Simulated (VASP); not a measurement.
Write the native input for VASP 6.6.1 that does the following.

| Item | Value |
| --- | --- |
| Task | single point |
| Functional | PBEsol |
| Potentials or basis | VASP PAW PBE potentials, release 64 (Sc_sv) |
| Cutoff | 520 eV |
| k mesh | 14 × 14 × 14 |
| Occupations | fermi-dirac, width 0.08 eV |
| Spin | no spin polarisation |
| Dipole correction | no |
| Further INCAR settings | ALGO = Normal; EDIFF = 1e-06; NBANDS = 12 |

The structure of Sc lies in POSCAR:

```
Sc
1.0
    0.0000000000      1.8079922229      1.8079922229
    1.8079922229      0.0000000000      1.8079922229
    1.8079922229      1.8079922229      0.0000000000
Sc
1
Direct
    0.0000000000      0.0000000000      0.0000000000
```

This cell differs from its parent crystal: volume scaled by 0.5.

These files were run (other wordings do the same):

INCAR

```
SYSTEM = Sc
PREC     = Accurate       ! precision mode
ENCUT    = 520            ! plane-wave cutoff, eV
EDIFF    = 1E-6           ! SCF threshold, eV
ISMEAR   = -1             ! smearing method
SIGMA    = 0.08           ! smearing width, eV
LREAL    = .False.        ! projectors in reciprocal space
LASPH    = .True.         ! aspherical terms in the spheres
NELM     = 80             ! most SCF steps
ALGO     = Normal         ! electronic algorithm
ISIF     = 2              ! what is computed and relaxed
LWAVE    = .False.        ! write WAVECAR
LCHARG   = .True.         ! write CHGCAR
GGA      = PS             ! functional
LELF     = .True.         ! ELF
LVHAR    = .True.       
NBANDS   = 12             ! bands
```

KPOINTS

```
regular mesh
0
Gamma
  14 14 14
  0 0 0
```

Potentials or basis: VASP PAW PBE potentials, release 64 (Sc_sv).

The run is started by

```console
$ cat potpaw_PBE.64/Sc_sv/POTCAR > POTCAR
$ mpirun -np 1 vasp_std > vasp.out
```

Results of the run:

```yaml
Pressure: 101.8 GPa
```

Caveat: the PAW data sets were made with another functional, which shifts forces and pressure a little.

Run time: 19 s on 1 thread of Intel Xeon 8259CL (shared host), peak memory 0.13 GiB.
